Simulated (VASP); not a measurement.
Here is a VASP 6.6.1 calculation.

Contents of INCAR:

```
SYSTEM = Pt
ALGO = Fast
EDIFF = 1E-7
ENCUT = 520
GGA = PS
ISIF = 2
ISMEAR = 0
LASPH = .TRUE.
LCHARG = .TRUE.
LELF = .TRUE.
LREAL = .FALSE.
LVHAR = .TRUE.
LWAVE = .FALSE.
NBANDS = 11
NELM = 100
PREC = Accurate
SIGMA = 0.15
```

File KPOINTS:

```
k-points
0
G
  26 26 26
  0 0 0
```

The input POSCAR:

```
Pt
1.0
   -1.5838776602      1.5838776602      1.5370635422
    1.5838776602     -1.5838776602      1.5370635422
    1.5838776602      1.5838776602     -1.5370635422
Pt
1
Direct
    0.0000000000      0.0000000000      0.0000000000
```

Potentials or basis: VASP PAW PBE potentials, release 64 (Pt).

Run with:

```sh
$ cat potpaw_PBE.64/Pt/POTCAR > POTCAR
$ mpirun -np 1 vasp_std > vasp.out
```

(1) Estimate the pressure.

(2) Estimate the band gap on the k mesh.

Answers

(1) -4.2 GPa.

(2) zero (band 5 reaches 11.54 eV, above the bottom of band 6 at 9.32 eV).

Caveat: the cell differs from its parent crystal (strain +0.015 along x and y, -0.015 along z); the PAW data sets were made with another functional, which shifts forces and pressure a little; spin-orbit coupling is left out, which moves the levels of the heavy elements.
